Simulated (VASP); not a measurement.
# Zr4Ag (F-43m) in VASP: notebook

Runs on Zr4Ag. Level: PBE. Tasks: relaxation of cell and atoms.

All numbers are computed with VASP 6.6.1; they aren't measurements. Logs are shortened: lines on timing, memory, paths and dates and some standing lists are left out, and cuts for length are marked.

**1. The cell of the first run**

The structure is cubic, space group F-43m (No. 216). The conventional cell has a = 7.130 Å, b = 7.130 Å, c = 7.130 Å, α = 90.00°, β = 90.00°, γ = 90.00°. Within 2.8 Å of Zr (site symmetry 3m) lie 3 Zr at 2.10 Å. Ag (site symmetry -43m) has 12 Zr at 3.01 Å within 4.0 Å.

The cell was built from a structure type or drawn by symmetry, and may not be a known phase.

**2. Relaxation of cell and atoms, PBE**

Input file INCAR:

```
SYSTEM = Zr4Ag
PREC = Accurate
ENCUT = 600
EDIFF = 1E-6
ISMEAR = 0
SIGMA = 0.2
LREAL = .False.
LASPH = .True.
NELM = 100
ALGO = Normal
ISIF = 3
LWAVE = .False.
LCHARG = .False.
GGA = PE
IBRION = 2
NSW = 36
EDIFFG = -0.08
```

Input file KPOINTS:

```
Automatic mesh
0
Gamma
  4 4 4
  0 0 0
```

Input file POSCAR:

```
Zr4Ag
1.0
    0.0000000000      3.5648404100      3.5648404100
    3.5648404100      0.0000000000      3.5648404100
    3.5648404100      3.5648404100      0.0000000000
Zr Ag
4 1
Direct
    0.1458072700      0.1458072700      0.1458072700
    0.1458072700      0.1458072700      0.5625781900
    0.1458072700      0.5625781900      0.1458072700
    0.5625781900      0.1458072700      0.1458072700
    0.7500000000      0.7500000000      0.7500000000
```

Potentials or basis: VASP PAW PBE potentials, release 64 (Zr_sv, Ag).

Started as:

```bash
> cat potpaw_PBE.64/Zr_sv/POTCAR potpaw_PBE.64/Ag/POTCAR > POTCAR
> mpirun -np 1 vasp_std > vasp.out
```

OUTCAR:

```text
SYSTEM = Zr4Ag
   PREC = Accurate
   ENCUT = 600
   EDIFF = 1E-6
   ISMEAR = 0
   LREAL = .False.
   LASPH = .True.
   NELM = 100
   ISIF = 3
   GGA = PE
   IBRION = 2
   NSW = 36
   EDIFFG = -0.08

 ion  position               nearest neighbor table
   1  0.146  0.146  0.146-   2 2.10   3 2.10   4 2.10   2 2.94   3 2.94   4 2.94   5 3.01   5 3.01
                             5 3.01
   2  0.146  0.146  0.563-   1 2.10   3 2.10   4 2.10   1 2.94   3 2.94   4 2.94   5 3.01   5 3.01
                             5 3.01
   3  0.146  0.563  0.146-   1 2.10   2 2.10   4 2.10   2 2.94   1 2.94   4 2.94   5 3.01   5 3.01
                             5 3.01
   4  0.563  0.146  0.146-   1 2.10   2 2.10   3 2.10   1 2.94   2 2.94   3 2.94   5 3.01   5 3.01
                             5 3.01
   5  0.750  0.750  0.750-   2 3.01   3 3.01   4 3.01   1 3.01   1 3.01   1 3.01   3 3.01   2 3.01
                             4 3.01   4 3.01   2 3.01   3 3.01

  LATTYP: Found a face centered cubic cell.
 ALAT       =     7.1296808200

  Lattice vectors:

 A1 = (   0.0000000000,   3.5648404100,   3.5648404100)
 A2 = (   3.5648404100,   0.0000000000,   3.5648404100)
 A3 = (   3.5648404100,   3.5648404100,   0.0000000000)

Analysis of symmetry for initial positions (statically):
=====================================================================
 Subroutine PRICEL returns:
 Original cell was already a primitive cell.

 Routine SETGRP: Setting up the symmetry group for a
 face centered cubic supercell.

 Subroutine GETGRP returns: Found 24 space group operations
 (whereof 24 operations were pure point group operations)
 out of a pool of 48 trial point group operations.

The static configuration has the point symmetry T_d .

Analysis of symmetry for dynamics (positions and initial velocities):
=====================================================================
 Subroutine PRICEL returns:
 Original cell was already a primitive cell.

 Routine SETGRP: Setting up the symmetry group for a
 face centered cubic supercell.

 Subroutine GETGRP returns: Found 24 space group operations
 (whereof 24 operations were pure point group operations)
 out of a pool of 48 trial point group operations.

The dynamic configuration has the point symmetry T_d .

 Subroutine INISYM returns: Found 24 space group operations
 (whereof 24 operations are pure point group operations),
 and found     1 'primitive' translations

----------------------------------------------------------------------------------------

                                     Primitive cell

  volume of cell :      90.6046

  direct lattice vectors                    reciprocal lattice vectors
     0.000000000  3.564840410  3.564840410    -0.140258733  0.140258733  0.140258733
[... 62 lines left out ...]
   ions per type =               4   1
   NGX,Y,Z   is equivalent  to a cutoff of  13.19, 13.19, 13.19 a.u.
   NGXF,Y,Z  is equivalent  to a cutoff of  26.38, 26.38, 26.38 a.u.
 SYSTEM =  Zr4Ag
   PREC   = accura    normal or accurate (medium, high low for compatibility)
   ISTART =      0    job   : 0-new  1-cont  2-samecut
   ICHARG =      2    charge: 1-file 2-atom 10-const
   ISPIN  =      1    spin polarized calculation?
   LNONCOLLINEAR =      F non collinear calculations
   LSORBIT =      F    spin-orbit coupling
   LASPH  =      T    aspherical Exc in radial PAW
   ENCUT  =  600.0 eV  44.10 Ry    6.64 a.u.  10.07 10.07 10.07*2*pi/ulx,y,z
   NELM   =    100;   NELMIN=  2; NELMDL= -5     # of ELM steps
   EDIFF  = 0.1E-05   stopping-criterion for ELM
   LREAL  =      F    real-space projection
   EDIFFG = -.8E-01   stopping-criterion for IOM
   NSW    =     36    number of steps for IOM
   IBRION =      2    ionic relax: 0-MD 1-quasi-New 2-CG
   NFREE  =      1    steps in history (QN), initial steepest desc. (CG)
   ISIF   =      3    stress and relaxation
   ISYM   =      2    0-nonsym 1-usesym 2-fastsym
   POTIM  = 0.5000    time-step for ionic-motion
   TEBEG  =    0.0;   TEEND  =   0.0 temperature during run
   PSTRESS=    0.0 pullay stress
   NELECT =      59.0000    total number of electrons
   NUPDOWN=      -1.0000    fix difference up-down
   EMIN   =  10.00;   EMAX   =-10.00  energy-range for DOS
   EFERMI =   0.00;   METHOD = LEGACY
   ISMEAR =     0;   SIGMA  =   0.20  broadening in eV -4-tet -1-fermi 0-gaus
   EFERMI_NEDOS =   21; number of points for ismear=-14 and -15
   IALGO  =     38    algorithm
   IMIX   =      4    mixing-type and parameters
     AMIX     =   0.40;   BMIX     =  1.00
     AMIX_MAG =   1.60;   BMIX_MAG =  1.00
  volume/ion in A,a.u.               =      18.12       122.29
  Fermi-wavevector in a.u.,A,eV,Ry     =   1.418977  2.681478 27.395279  2.013496
  Thomas-Fermi vector in A             =   2.540046
   LORBIT       =      0    0 simple, 1 ext, 2 COOP (PROOUT), +10 PAW based schemes
   GGA     = PE    functional components
   LHFCALC =     F    Hartree Fock is set to
   AEXX    =    0.0000 exact exchange contribution
   IVDW    =     0    specifies the selected vdW correction
   LEPSILON=     F    determine dielectric tensor
   LRPA    =     F    only Hartree local field effects (RPA)
 conjugate gradient relaxation of ions
 non-spin polarized calculation
 Gauss-broadening in eV      SIGMA  =   0.20
  energy-cutoff  :      600.00
  volume of cell :       90.60
 maximum number of plane-waves:      3042
   NGX = 21   NGY = 21   NGZ = 21

--------------------------------------- Ionic step        1  -------------------------------------------

 number of electron      58.9999998 magnetization

 Free energy of the ion-electron system (eV)
  ---------------------------------------------------
  ext. energy  EPLUGINS =         0.00000000
  ---------------------------------------------------
  free energy    TOTEN  =       -18.09068132 eV

  energy without entropy =      -17.98100077  energy(sigma->0) =      -18.03584104

 E-fermi :  10.4383     XC(G=0): -11.7676

 val. band max:       10.3650508193   @ k =   0.2500   0.2500   0.0000
 cond. band min:      10.4492334042   @ k =   0.5000   0.2500   0.0000
 fundamental gap:      0.0841825849
 Fermi energy:        10.4382755854
[... 1037 lines left out ...]
     34       7.0266      0.00000
     35       7.0970      0.00000

[... ionic steps 4 to 9 ...]

--------------------------------------- Ionic step       10  -------------------------------------------

 number of electron      59.0000008 magnetization

------------------------ aborting loop because EDIFF is reached ----------------------------------------
[... 73 lines left out ...]
--------------------------------------- Ionic step       12  -------------------------------------------

 number of electron      59.0000008 magnetization

 Free energy of the ion-electron system (eV)
  ---------------------------------------------------
  ext. energy  EPLUGINS =         0.00000000
  ---------------------------------------------------
  free energy    TOTEN  =       -32.12713729 eV

  energy without entropy =      -31.92271495  energy(sigma->0) =      -32.02492612

 E-fermi :   6.1747     XC(G=0): -10.0093

 val. band max:        6.1436542745   @ k =  -0.2500   0.5000   0.2500
 cond. band min:       6.1899326484   @ k =   0.5000   0.5000   0.0000
 fundamental gap:      0.0462783739
 Fermi energy:         6.1746805631
[... 334 lines left out ...]
  FREE ENERGIE OF THE ION-ELECTRON SYSTEM (eV)
  ---------------------------------------------------
  free  energy   TOTEN  =       -32.1271372869 eV

  energy  without entropy=      -31.9227149507  energy(sigma->0) =      -32.02492612

 reached required accuracy - stopping structural energy minimisation
```

OSZICAR:

```text
N       E                     dE             d eps       ncg     rms          rms(c)
DAV:   1     0.766173295592E+03    0.76617E+03   -0.34839E+04   560   0.192E+03
DAV:   2     0.346969585957E+02   -0.73148E+03   -0.72004E+03   645   0.542E+02
DAV:   3    -0.215510066154E+02   -0.56248E+02   -0.55133E+02   904   0.120E+02
[... 153 lines left out ...]
DAV:   4    -0.321262997311E+02    0.28770E-04   -0.65478E-03   826   0.349E-01    0.249E-01
DAV:   5    -0.321267599965E+02   -0.46027E-03   -0.10524E-03   906   0.124E-01    0.142E-01
DAV:   6    -0.321271176651E+02   -0.35767E-03   -0.91809E-04   818   0.105E-01    0.411E-02
DAV:   7    -0.321271377107E+02   -0.20046E-04   -0.98073E-05   815   0.429E-02    0.141E-02
DAV:   8    -0.321271372869E+02    0.42374E-06   -0.68212E-06   586   0.120E-02
  12 F= -.32127137E+02 E0= -.32024926E+02  d E =-.385155E-02
```

It took 11 min on 1 thread of Intel Xeon 8259CL, shared host; peak memory 0.26 GiB.

Results:

* Free energy: -32.1271 eV
* Relaxed volume: 27.00 Å³/atom
* Relaxed cell: a = 5.758 Å, b = 5.758 Å, c = 5.758 Å, α = 60.00°, β = 60.00°, γ = 60.00°
* Space group after relaxing (to 0.1 Å): F-43m (No. 216)
* Pressure after relaxing: 0.0 GPa
* Band gap on the k mesh: zero (an odd number of electrons rules out a gap without spin polarisation)

Forces on the atoms (eV/Å):
```
Zr  -0.002 -0.002 -0.002
Zr   0.002  0.002 -0.002
Zr   0.002 -0.002  0.002
Zr  -0.002  0.002  0.002
Ag   0.000  0.000  0.000
```

Final structure:
```
Zr Ag
1.0
     0.00000    4.07167    4.07167
     4.07167    0.00000    4.07167
     4.07167    4.07167    0.00000
Zr Ag
4 1
Cartesian
  1.0034 1.0034 1.0034
  3.0683 3.0683 1.0034
  3.0683 1.0034 3.0683
  1.0034 3.0683 3.0683
  6.1075 6.1075 6.1075
```

Caveat: the k points lie up to 0.33 Å⁻¹ apart in the final cell, too coarse for converged energies and pressures of a metal; the volume moved by over 15 % at a fixed basis, so the end points are rough.

[end of part 1 of 2]
